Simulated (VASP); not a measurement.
A run of VASP 6.6.1 is set up as follows.

Contents of POSCAR:

```
LaTe
1.0
    0.0000000000      3.2180000000      3.2180000000
    3.2180000000      0.0000000000      3.2180000000
    3.2180000000      3.2180000000      0.0000000000
La Te
1 1
Direct
    0.0000000000      0.0000000000      0.0000000000
    0.5000000000      0.5000000000      0.5000000000
```

The input INCAR.step1:

```
PREC = Accurate
ENCUT = 520
ISMEAR = -1
SIGMA = 0.1
LREAL = F
LASPH = T
NELM = 60
NBANDS = 16
GGA = PE
ALGO = Normal
EDIFF = 1E-4
LWAVE = T
LCHARG = F
```

File INCAR.step2:

```
PREC = Accurate
ENCUT = 520
EDIFF = 1E-7
ISMEAR = -1
SIGMA = 0.1
LREAL = F
LASPH = T
NELM = 60
ALGO = Normal
ISIF = 2
LWAVE = F
LCHARG = F
METAGGA = R2SCAN
LMIXTAU = T
NBANDS = 16
ISTART = 1
```

Contents of KPOINTS:

```
Automatic mesh
0
Gamma
  6 6 6
```

Potentials or basis: VASP PAW PBE potentials, release 64 (La, Te).

Launch:

```sh
$ cat potpaw_PBE.64/La/POTCAR potpaw_PBE.64/Te/POTCAR > POTCAR
$ cp INCAR.step1 INCAR
$ mpirun -np 1 vasp_std > vasp.out
$ cp INCAR.step2 INCAR
$ mpirun -np 1 vasp_std > vasp.out
```

(1) Predict the pressure.

Answers

(1) 1.6 GPa.

Caveat: the PAW data sets were made with another functional, which shifts forces and pressure a little.
